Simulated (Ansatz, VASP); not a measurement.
One calculation of Ti, two programs

```xyz
2
Lattice="2.9695 0.0000 0.0000 -1.4848 2.5717 0.0000 0.0000 0.0000 4.7170" Properties=species:S:1:pos:R:3 pbc="T T T"
Ti    0.0000    1.7145    1.1793
Ti    1.4848    0.8572    3.5378
```

Change from the starting cell: volume scaled by 1.02, PAW files.

Alike in both runs: task electric field gradients; functional PBEsol; k mesh 14 × 14 × 8; occupations fermi-dirac, width 0.05 eV; no spin polarisation.

|  | VASP | Ansatz |
| --- | --- | --- |
| version | VASP 6.6.1 | Ansatz 0.2.0 |
| potentials or method | VASP PAW PBE potentials, release 64 (Ti_sv) | PAW with Ansatz's default frozen-core files, scalar-relativistic |
| plane-wave cutoff (eV) | 520 | 420 |
| valence electrons in the cell | 24 | 24 |

VASP gave:

```
pressure (GPa)                                                : -7.9
traceless stress, the component that is largest in VASP (GPa) : -0.37
size of Vzz on the site where it differs most (V/Å²)          : 15.8
```

**Question.** What did Ansatz give for the same quantities?

**Answer.** Pressure (GPa): -7.7; traceless stress, the component that is largest in VASP (GPa): -0.38; size of Vzz on the site where it differs most (V/Å²): 17.6.

VASP's potentials were made for PBE, not for PBEsol.
